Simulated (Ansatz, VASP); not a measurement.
# Two plane-wave programs on Zr2B3

File INCAR:

```
PREC     = Accurate       # precision mode
ENCUT    = 600            # plane-wave cutoff, eV
EDIFF    = 1E-6           # SCF threshold, eV
ISMEAR   = 0              # smearing method
SIGMA    = 0.1            # smearing width, eV
LREAL    = False          # projectors in reciprocal space
LASPH    = True           # aspherical terms in the spheres
NELM     = 60             # most SCF steps
ALGO     = Normal         # electronic algorithm
ISIF     = 3              # what is computed and relaxed
LWAVE    = False          # write WAVECAR
LCHARG   = False          # write CHGCAR
GGA      = PE             # functional
IBRION   = 2              # ionic algorithm
NSW      = 90             # ionic steps
EDIFFG   = -0.04          # ionic threshold
```

The input KPOINTS:

```
regular mesh
0
Gamma
  6 6 4
```

The input POSCAR:

```
Zr2B3
1.0
    3.6964238100      0.0000000000      0.0000000000
   -1.8482119100      3.2011969200      0.0000000000
    0.0000000000      0.0000000000      5.1107686900
Zr B
2 3
Direct
    0.3333333300      0.6666666700      0.5000000000
    0.6666666700      0.3333333300      0.5000000000
    0.0000000000      0.0000000000      0.7404500100
    0.0000000000      0.0000000000      0.2595499900
    0.0000000000      0.0000000000      0.0000000000
```

Input for Ansatz:

```yaml
crystal:
  lattice:
    - [3.69642381, 0.0, 0.0]
    - [-1.84821191, 3.20119692, 0.0]
    - [0.0, 0.0, 5.11076869]
  atoms:
    - { symbol: Zr, position: [0.33333333, 0.66666667, 0.5] }
    - { symbol: Zr, position: [0.66666667, 0.33333333, 0.5] }
    - { symbol: B, position: [0.0, 0.0, 0.74045001] }
    - { symbol: B, position: [0.0, 0.0, 0.25954999] }
    - { symbol: B, position: [0.0, 0.0, 0.0] }
basis:
  ecutwfc: 420
kpoints:
  mp_grid: { grid: [6, 6, 4] }
hamiltonian:
  xc: pbe
scf:
  occupations: { method: gaussian, width: 0.1 }
  lower_state_search: "off"
output:
  forces: true
  stress: true
  eigenvalues: true
relax:
  adjacent_minimum: "off"
  f_tol: 0.04
  max_steps: 70
  cell: { stress_tol: 0.4 }
```

Alike in both runs: task relaxation of cell and atoms; functional PBE; k mesh 6 × 6 × 4; occupations gaussian, width 0.1 eV; no spin polarisation.

```csv
,VASP,Ansatz
version,VASP 6.6.1,Ansatz 0.2.0
potentials or method,"VASP PAW PBE potentials, release 64 (Zr_sv, B), cutoff 600 eV","scalar-relativistic, plane waves, PAW"
valence electrons in the cell,33,33
```

|  | VASP | Ansatz | Ansatz less VASP |
| --- | --- | --- | --- |
| gap on the k mesh at the Fermi level, each at its own relaxed structure (eV) | none | none | - |
| relaxed volume (Å³/atom) | 16.55 | 16.53 | -0.020 |
| relaxed length of the cell vector where the two differ most in proportion (Å) | 4.507 | 4.502 | -0.0048 |

A gap of «none» marks a metal or a gap that the smearing closes.

Noted on VASP's run: the volume moved by over 15 % at a fixed basis, so the end points are rough.
